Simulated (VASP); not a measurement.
Runs of VASP 6.6.1 on Re. It takes space group P6_3/mmc (No. 194, hexagonal). Conventional cell: a = 2.765 Å, b = 2.765 Å, c = 4.474 Å, α = 90.00°, β = 90.00°, γ = 120.00°. Re (site symmetry -6m2) has 12 Re at 2.75 to 2.77 Å within 3.6 Å. 

```tsv
task	level	spin	fixed moment (μB)	cell	k mesh	gap on the mesh (eV)	pressure (GPa)
single point	PBEsol	collinear, ferromagnetic start	3.0	as given	9 × 9 × 6	-	11.8
single point	PBE	off	-	as given	9 × 9 × 6	none	(a)
single point	PBE	off	-	as given	5 × 5 × 3	none	0.9
relaxation of the atoms	PBE	off	-	atoms relaxed	5 × 5 × 3	none	0.9
```

Alike in all rows: potentials or basis VASP PAW PBE potentials, release 64 (Re); cutoff (eV) 520; smearing gaussian 0.1 eV.

Task: Fill in the values left out.

Result: (a) 3.0.

Caveats: some runs use coarse meshes; spin-orbit coupling is left out, which moves the levels of the heavy elements; the PAW data sets were made with another functional, which shifts forces and pressure a little (some runs); the total moment is fixed, so each spin has its own Fermi level (some runs); the relaxation stopped at its first step, so nothing moved (some runs).

A k mesh can miss the band edges, and the runs leave out spin-orbit coupling on Re.

A gap of «none» marks levels without a gap at the run's occupations.
